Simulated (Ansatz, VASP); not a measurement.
# Ni: VASP beside Ansatz

```
CELL_PARAMETERS angstrom
0.00000 1.75931 -1.75931
-1.75931 0.00000 1.75931
3.51862 3.51862 3.51862
ATOMIC_POSITIONS crystal
Ni 0.00000 0.00000 0.00000
Ni 0.33333 0.66667 0.33333
Ni 0.66667 0.33333 0.66667
```

Alike in both runs: task single point; functional PBE; k mesh 19 × 19 × 7; occupations fermi-dirac, width 0.05 eV; collinear spin.

```csv
,VASP,Ansatz
version,VASP 6.6.1,Ansatz 0.2.0
potentials or method,"VASP PAW PBE potentials, release 64 (Ni)","PAW with Ansatz's default frozen-core files, scalar-relativistic"
plane-wave cutoff (eV),520,420
valence electrons in the cell,30,54
```

VASP gave:

| Quantity | Value |
| --- | --- |
| pressure (GPa) | 0.0 |
| net moment per atom (μB) | 0.63 |
| size of the moment on the site where the two differ most (μB) | 0.64 |

Q: Estimate Ansatz's values.

A: Pressure (GPa): 0.1; net moment per atom (μB): 0.64; size of the moment on the site where the two differ most (μB): 0.68.

Site moments also hang on the region over which each program counts them. VASP's potentials hold 30 valence electrons a cell and Ansatz's 54, so a difference there can come from the potentials and not from the codes.
